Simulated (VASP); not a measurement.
# Ti in VASP: single point with LDA

Aim: the single point of Ti with LDA.

Everything below comes from runs of VASP 6.6.1. Logs are shortened: lines on timing, memory, paths and dates and some standing lists are left out, and cuts for length are marked.

## Step 1: The cell of the first run

The cell holds a slab with vacuum, 5 atoms: a = 2.864 Å, b = 2.864 Å, c = 23.071 Å, α = 90.00°, β = 90.00°, γ = 120.00°.

## Step 2: Single point, LDA

The input, INCAR:

```
SYSTEM = Ti
  PREC = Accurate
  ENCUT = 520
  EDIFF = 1E-7
  ISMEAR = 0
  SIGMA = 0.1
  LREAL = .False.
  LASPH = .True.
  NELM = 80
  ALGO = Normal
  ISIF = 2
  LWAVE = .False.
  LCHARG = .False.
  LDIPOL = .True.
  IDIPOL = 3
  DIPOL = 0.5 0.5 0.500
  GGA = CA
  NBANDS = 38
```

The input, KPOINTS:

```
Automatic mesh
0
Gamma
  12 12 1
  0 0 0
```

The input, POSCAR:

```
Ti
1.0
    2.8641158420      0.0000000000      0.0000000000
   -1.4320579210      2.4803970786      0.0000000000
    0.0000000000      0.0000000000     23.0707499164
Ti
5
Direct
    0.6666666667      0.3333333333      0.3034144978
    0.3333333333      0.6666666667      0.4017072489
    0.6666666667      0.3333333333      0.5010702864
    0.3333333333      0.6666666667      0.6017876560
    0.6666666667      0.3333333333      0.6931402171
```

Potentials or basis: VASP PAW LDA potentials, release 64 (Ti_sv).

On the command line:

```
cat potpaw_LDA.64/Ti_sv/POTCAR > POTCAR
mpirun -np 1 vasp_std > vasp.out
```

OUTCAR:

```text
SYSTEM = Ti
   PREC = Accurate
   ENCUT = 520
   EDIFF = 1E-7
   ISMEAR = 0
   LREAL = .False.
   LASPH = .True.
   NELM = 80
   ISIF = 2
   GGA = CA

 ion  position               nearest neighbor table
   1  0.667  0.333  0.303-   2 2.81   2 2.81   2 2.81
   2  0.333  0.667  0.402-   1 2.81   1 2.81   1 2.81   3 2.83   3 2.83   3 2.83
   3  0.667  0.333  0.501-   2 2.83   2 2.83   2 2.83   4 2.85   4 2.85   4 2.85
   4  0.333  0.667  0.602-   5 2.68   5 2.68   5 2.68   3 2.85   3 2.85   3 2.85
   5  0.667  0.333  0.693-   4 2.68   4 2.68   4 2.68

  LATTYP: Found a hexagonal cell.
 ALAT       =     2.8641158420
 C/A-ratio  =     8.0551036303

  Lattice vectors:

 A1 = (   2.8641158420,   0.0000000000,   0.0000000000)
 A2 = (  -1.4320579210,   2.4803970786,   0.0000000000)
 A3 = (   0.0000000000,   0.0000000000,  23.0707499164)

Analysis of symmetry for initial positions (statically):
=====================================================================
 Subroutine PRICEL returns:
 Original cell was already a primitive cell.

 Routine SETGRP: Setting up the symmetry group for a
 hexagonal supercell.

 Subroutine GETGRP returns: Found  6 space group operations
 (whereof  6 operations were pure point group operations)
 out of a pool of 24 trial point group operations.

The static configuration has the point symmetry C_3v.

Analysis of symmetry for dynamics (positions and initial velocities):
=====================================================================
 Subroutine PRICEL returns:
 Original cell was already a primitive cell.

 Routine SETGRP: Setting up the symmetry group for a
 hexagonal supercell.

 Subroutine GETGRP returns: Found  6 space group operations
 (whereof  6 operations were pure point group operations)
 out of a pool of 24 trial point group operations.

The dynamic configuration has the point symmetry C_3v.

 Subroutine INISYM returns: Found  6 space group operations
 (whereof  6 operations are pure point group operations),
 and found     1 'primitive' translations

----------------------------------------------------------------------------------------

                                     Primitive cell

  volume of cell :     163.8979

  direct lattice vectors                    reciprocal lattice vectors
[... 92 lines left out ...]
   NFREE  =      0    steps in history (QN), initial steepest desc. (CG)
   ISIF   =      2    stress and relaxation
   ISYM   =      2    0-nonsym 1-usesym 2-fastsym
   POTIM  = 0.5000    time-step for ionic-motion
   TEBEG  =    0.0;   TEEND  =   0.0 temperature during run
   PSTRESS=    0.0 pullay stress
   NELECT =      60.0000    total number of electrons
   NUPDOWN=      -1.0000    fix difference up-down
   EMIN   =  10.00;   EMAX   =-10.00  energy-range for DOS
   EFERMI =   0.00;   METHOD = LEGACY
   ISMEAR =     0;   SIGMA  =   0.10  broadening in eV -4-tet -1-fermi 0-gaus
   EFERMI_NEDOS =   21; number of points for ismear=-14 and -15
   IALGO  =     38    algorithm
   IMIX   =      4    mixing-type and parameters
     AMIX     =   0.40;   BMIX     =  1.00
     AMIX_MAG =   1.60;   BMIX_MAG =  1.00
  volume/ion in A,a.u.               =      32.78       221.21
  Fermi-wavevector in a.u.,A,eV,Ry     =   1.171118  2.213093 18.660635  1.371518
  Thomas-Fermi vector in A             =   2.307567
   LORBIT       =      0    0 simple, 1 ext, 2 COOP (PROOUT), +10 PAW based schemes
   GGA     = CA    functional components
   LHFCALC =     F    Hartree Fock is set to
   AEXX    =    0.0000 exact exchange contribution
   IVDW    =     0    specifies the selected vdW correction
   LEPSILON=     F    determine dielectric tensor
   LRPA    =     F    only Hartree local field effects (RPA)
 non-spin polarized calculation
 Gauss-broadening in eV      SIGMA  =   0.10
  energy-cutoff  :      520.00
  volume of cell :      163.90
 maximum number of plane-waves:      4455
 NGX is ok and might be reduce to    24
   NGX = 11   NGY = 11   NGZ = 85

 dipolmoment           0.000000      0.000000      0.001654 electrons x Angstroem

 number of electron      60.0000005 magnetization

 dipolmoment           0.000000      0.000000     -0.005062 electrons x Angstroem

 Free energy of the ion-electron system (eV)
  ---------------------------------------------------
  ext. energy  EPLUGINS =         0.00000000
  ---------------------------------------------------
  free energy    TOTEN  =       -40.74638513 eV

  energy without entropy =      -40.70472661  energy(sigma->0) =      -40.72555587

 E-fermi :   2.1270     XC(G=0):  -6.9063

 val. band max:        2.1047071206   @ k =   0.0833   0.0833   0.0000
 cond. band min:       2.1304795972   @ k =   0.3333   0.2500   0.0000
 fundamental gap:      0.0257724767
 Fermi energy:         2.1270491159

 k-point     1 :       0.0000    0.0000    0.0000
  band No.  band energies     occupation
      1     -54.0247      2.00000
      2     -53.9838      2.00000
      3     -53.8465      2.00000
      4     -53.7659      2.00000
      5     -53.7006      2.00000
      6     -30.9576      2.00000
[... 768 lines left out ...]
     37       3.7009      0.00000
     38       3.8929      0.00000

------------------------ aborting loop because EDIFF is reached ----------------------------------------

 vacuum level on the upper side and lower side of the slab       (xc-potential included)        -0.240        -0.125

  FORCE on cell =-STRESS in cart. coord.  units (eV):
  Direction    XX          YY          ZZ          XY          YZ          ZX
  --------------------------------------------------------------------------------------
  -------------------------------------------------------------------------------------
  Total       -1.6287201     -1.6287201     -1.4912559      0.0000000      0.0000000      0.0000000
  in kB      -15.9214833    -15.9214833    -14.5777087      0.0000000      0.0000000      0.0000000
  external PRESSURE =     -15.4735585 kB  Pullay stress =       0.0000000 kB

 VOLUME and BASIS-vectors are now :
 -----------------------------------------------------------------------------
  energy-cutoff  :      520.00
  volume of cell :      163.90
      direct lattice vectors                 reciprocal lattice vectors
     2.864115842  0.000000000  0.000000000     0.349147889  0.201580628  0.000000000
    -1.432057921  2.480397079  0.000000000     0.000000000  0.403161255  0.000000000
     0.000000000  0.000000000 23.070749916     0.000000000  0.000000000  0.043344928

 POSITION                                       TOTAL-FORCE (eV/Angst)
 -----------------------------------------------------------------------------------
      1.43206      0.82680      7.00000        -0.000000      0.000000      0.634989
     -0.00000      1.65360      9.26769        -0.000000     -0.000000     -0.630507
      1.43206      0.82680     11.56007         0.000000     -0.000000     -0.002536
     -0.00000      1.65360     13.88369        -0.000000      0.000000      0.005407
      1.43206      0.82680     15.99126         0.000000     -0.000000     -0.007353
 -----------------------------------------------------------------------------------
    total drift:                               -0.000000      0.000000      0.000631

  FREE ENERGIE OF THE ION-ELECTRON SYSTEM (eV)
  ---------------------------------------------------
  free  energy   TOTEN  =       -40.7463851294 eV

  energy  without entropy=      -40.7047266128  energy(sigma->0) =      -40.72555587

 vacuum level on the upper side and lower side of the slab         6.642         6.758
```

OSZICAR:

```text
N       E                     dE             d eps       ncg     rms          rms(c)
DAV:   1     0.782892055066E+03    0.78289E+03   -0.33098E+04  1580   0.173E+03
DAV:   2     0.597796795892E+02   -0.72311E+03   -0.71129E+03  1468   0.546E+02
DAV:   3    -0.288564988110E+02   -0.88636E+02   -0.85695E+02  2446   0.165E+02
[... 25 lines left out ...]
DAV:  29    -0.407463718684E+02   -0.21377E-04   -0.69504E-06  1920   0.194E-02    0.565E-03
DAV:  30    -0.407463779659E+02   -0.60975E-05   -0.98427E-07  2042   0.669E-03    0.444E-03
DAV:  31    -0.407463840011E+02   -0.60352E-05   -0.47237E-07  1130   0.377E-03    0.404E-03
DAV:  32    -0.407463849654E+02   -0.96428E-06   -0.24644E-07  1178   0.364E-03    0.300E-03
DAV:  33    -0.407463850889E+02   -0.12358E-06   -0.45951E-07  1280   0.270E-03    0.143E-03
DAV:  34    -0.407463851294E+02   -0.40446E-07   -0.17724E-07   970   0.193E-03
   1 F= -.40746385E+02 E0= -.40725556E+02  d E =-.416585E-01
```

stdout:

```text
POSCAR found type information on POSCAR Ti
 POSCAR found :  1 types and       5 ions
 scaLAPACK will be used
 LDA part: xc-table for (Slater(with rela. corr.)+CA(PZ))
 , standard interpolation
 POSCAR, INCAR and KPOINTS ok, starting setup
 FFT: planning ... GRIDC
 FFT: planning ... GRID_SOFT
 FFT: planning ... GRID
 WAVECAR not read
 entering main loop
```

Wall time 9.8 min (1 thread of Intel Xeon 8259CL, shared host); peak memory 0.29 GiB.

Results:

```
Free energy            : -40.7464 eV
Largest force          : 0.635 eV/Å
Band gap on the k mesh : zero (bands 30 and 31 overlap by 1.00 eV)
```

Forces in eV/Å, atoms in the order of the input:
```
Ti   0.000  0.000  0.635
Ti   0.000  0.000 -0.631
Ti   0.000  0.000 -0.003
Ti   0.000  0.000  0.005
Ti   0.000  0.000 -0.007
```

The gap in the log of VASP goes by the Fermi energy; the results here count the filled bands.